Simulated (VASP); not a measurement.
Input of a VASP 6.6.1 run:

File INCAR:

```
  ALGO = Fast
  EDIFF = 1E-6
  EDIFFG = -0.01
  ENCUT = 600
  GGA = PE
  IBRION = 2
  ISIF = 3
  ISMEAR = 0
  LASPH = T
  LCHARG = F
  LREAL = F
  LWAVE = F
  NELM = 100
  NSW = 100
  PREC = Accurate
  SIGMA = 0.1
```

The input KPOINTS:

```
k-points
0
Gamma
  10 10 4
```

POSCAR

```
SiMo5
1.0
    3.1944840272      0.0000000000      0.0000000000
    0.0000000000      3.1944840272      0.0000000000
    0.0000000000      0.0000000000      8.9632764619
Si Mo
1 5
Direct
    0.0000000000      0.0000000000      0.0000000000
    0.0000000000      0.0000000000      0.6725068522
    0.5000000000      0.5000000000      0.8429994128
    0.0000000000      0.0000000000      0.3274931478
    0.5000000000      0.5000000000      0.1570005872
    0.5000000000      0.5000000000      0.5000000000
```

Potentials or basis: VASP PAW PBE potentials, release 64 (Si, Mo_sv).

Command:

```console
$ cat potpaw_PBE.64/Si/POTCAR potpaw_PBE.64/Mo_sv/POTCAR > POTCAR
$ mpirun -np 1 vasp_std > vasp.out
```

**Question.** Predict the band gap on the k mesh.

**Answer.** Zero (band 37 reaches 13.47 eV, above the bottom of band 38 at 11.82 eV).

The path:
```
step  energy change (eV)  largest force (eV/Å)  pressure (GPa)  volume (Å³)
   1              0.0000                0.0641            0.20        91.47
   2             -0.0059                0.0683           -0.62        91.72
   3             -0.0059                0.0686           -0.65        91.73
   4             -0.0049                0.0500            1.27        90.99
   5             -0.0068                0.0511            0.09        91.43
   6             -0.0071                0.0187            0.06        91.45
   7             -0.0072                0.0038            0.02        91.46
```
